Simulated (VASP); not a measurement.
CdPdO3, 5 atoms in the cell. The structure is cubic, space group Pm-3m (No. 221). Conventional cell: a = 3.851 Å, b = 3.851 Å, c = 3.851 Å, α = 90.00°, β = 90.00°, γ = 90.00°. Cd (site symmetry m-3m) has 12 O at 2.72 Å and 8 Pd at 3.34 Å within 3.6 Å. Within 2.6 Å of Pd (site symmetry m-3m) lie 6 O at 1.93 Å. O (site symmetry 4/mmm) has 2 Pd at 1.93 Å within 2.6 Å. 

* Program: VASP 6.6.1
* Task: relaxation of cell and atoms
* Functional: LDA
* Potentials or basis: VASP PAW LDA potentials, release 64 (Cd, Pd, O)
* Cutoff: 600 eV
* k mesh: 10 × 10 × 10
* Occupations: gaussian, width 0.1 eV
* Spin: no spin polarisation
* Dipole correction: no
* Further INCAR settings: ALGO = Normal; EDIFF = 1e-06; IBRION = 2; EDIFFG = -0.005; NSW = 100; ISIF = 3

Potentials or basis: VASP PAW LDA potentials, release 64 (Cd, Pd, O).

Command:

```bash
$ cat potpaw_LDA.64/Cd/POTCAR potpaw_LDA.64/Pd/POTCAR potpaw_LDA.64/O/POTCAR > POTCAR
$ mpirun -np 1 vasp_std > vasp.out
```

Hardware: 1 thread of Intel(R) Xeon(R) 6975P-C (Granite Rapids) (shared host).

Task: Estimate the wall time of this run.

Result: Wall time 48 s on 1 thread of Intel(R) Xeon(R) 6975P-C (Granite Rapids), with other jobs on the host, peak memory 0.23 GiB. Counts: scf iterations 21, k points 56, ion steps 2.
